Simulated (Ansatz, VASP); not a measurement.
SnPb2O3 in VASP and in Ansatz

```
CELL_PARAMETERS angstrom
3.98710 0.00000 0.00000
0.00000 3.98710 0.00000
0.00000 0.00000 16.40800
ATOMIC_POSITIONS crystal
Sn 0.00000 0.50000 0.74131
Sn 0.50000 0.00000 0.25869
Pb 0.00000 0.50000 0.07409
Pb 0.00000 0.50000 0.40125
Pb 0.50000 0.00000 0.92591
Pb 0.50000 0.00000 0.59875
O 0.00000 0.00000 0.67333
O 0.00000 0.00000 0.00000
O 0.00000 0.00000 0.32667
O 0.50000 0.50000 0.67333
O 0.50000 0.50000 0.00000
O 0.50000 0.50000 0.32667
```

Alike in both runs: functional PBE; k mesh 8 × 8 × 2; occupations gaussian, width 0.02 eV; no spin polarisation.

Ansatz relaxed the structure, and its values are those at the end. VASP's run is a single point on that final structure, the one shown.

|  | VASP | Ansatz |
| --- | --- | --- |
| version | VASP 6.6.1 | Ansatz 0.2.0 |
| potentials or method | VASP PAW PBE potentials, release 64 (Sn_d, Pb_d, O), cutoff 520 eV | scalar-relativistic, plane waves, PAW |
| valence electrons in the cell | 120 | 120 |

|  | VASP | Ansatz | Ansatz less VASP |
| --- | --- | --- | --- |
| gap on the k mesh at the Fermi level (eV) | 1.10 | 1.13 | +0.028 |
| least direct gap on the mesh (eV) | 1.12 | 1.15 | +0.025 |
| pressure (GPa) | 0.1 | 0.0 | -0.09 |
| rms of the force components (eV/Å) | 0.021 | 0.001 | -0.0199 |

Spin-orbit coupling is off throughout.
